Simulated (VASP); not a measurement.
NaI:

```
Na I
1.0
     0.00000    3.54319    3.54319
     3.54319    0.00000    3.54319
     3.54319    3.54319    0.00000
Na I
1 1
Direct
  0.00000 0.00000 0.00000
  0.25000 0.25000 0.25000
```

Program: VASP 6.6.1. Alike in all runs: task single point; potentials or basis VASP PAW PBE potentials, release 64 (Na_pv, I); no spin polarisation; cell as given; cutoff (eV) 520; smearing gaussian 0.01 eV.

Q: Order these runs on this cell by their band gap on the k mesh, lowest first.
A. level r2SCAN; k mesh 4 × 4 × 4, shifted
B. level PBE-based screened hybrid with 100 % exact exchange; k mesh 4 × 4 × 4; grid for exact exchange (PRECFOCK) Normal; share of exact exchange 1; screening parameter 0.1 1/Å
C. level r2SCAN50; k mesh 4 × 4 × 4; grid for exact exchange (PRECFOCK) Normal; share of exact exchange 0.5
D. level r2SCAN; k mesh 4 × 4 × 4

A: D (4.42 eV), A (4.79 eV), C (7.22 eV), B (9.33 eV).

Caveats: the structure was generated, so it needn't be the stable form of NaI; spin-orbit coupling is left out, which moves the levels of the heavy elements; a shifted mesh leaves out Γ, where band edges can lie (at least some runs).

A k mesh can miss the band edges.
